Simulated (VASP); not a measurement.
Input of a VASP 6.6.1 run:

INCAR

```
PREC = Accurate
ENCUT = 600
EDIFF = 1E-6
ISMEAR = -1
SIGMA = 0.05
LREAL = F
LASPH = T
NELM = 100
ALGO = Normal
ISIF = 4
LWAVE = F
LCHARG = F
GGA = CA
IBRION = 2
NSW = 50
EDIFFG = -0.01
```

Contents of KPOINTS:

```
regular mesh
0
Gamma
  14 14 9
```

Contents of POSCAR:

```
VRe
1.0
    1.5148466500     -2.1866679986      0.0000000000
    1.5148466500      2.1866679986      0.0000000000
    0.0000000000      0.0000000000      4.2305703037
V Re
1 1
Direct
    0.5000000000      0.5000000000      0.5000000000
    0.0000000000      0.0000000000      0.0000000000
```

Potentials or basis: VASP PAW LDA potentials, release 64 (V_sv, Re).

The run is started by

```bash
$ cat potpaw_LDA.64/V_sv/POTCAR potpaw_LDA.64/Re/POTCAR > POTCAR
$ mpirun -np 1 vasp_std > vasp.out
```

(1) Predict the band gap on the k mesh.

## Answers

(1) zero (bands 10 and 11 overlap by 2.41 eV).

Caveat: spin-orbit coupling is left out, which moves the levels of the heavy elements.
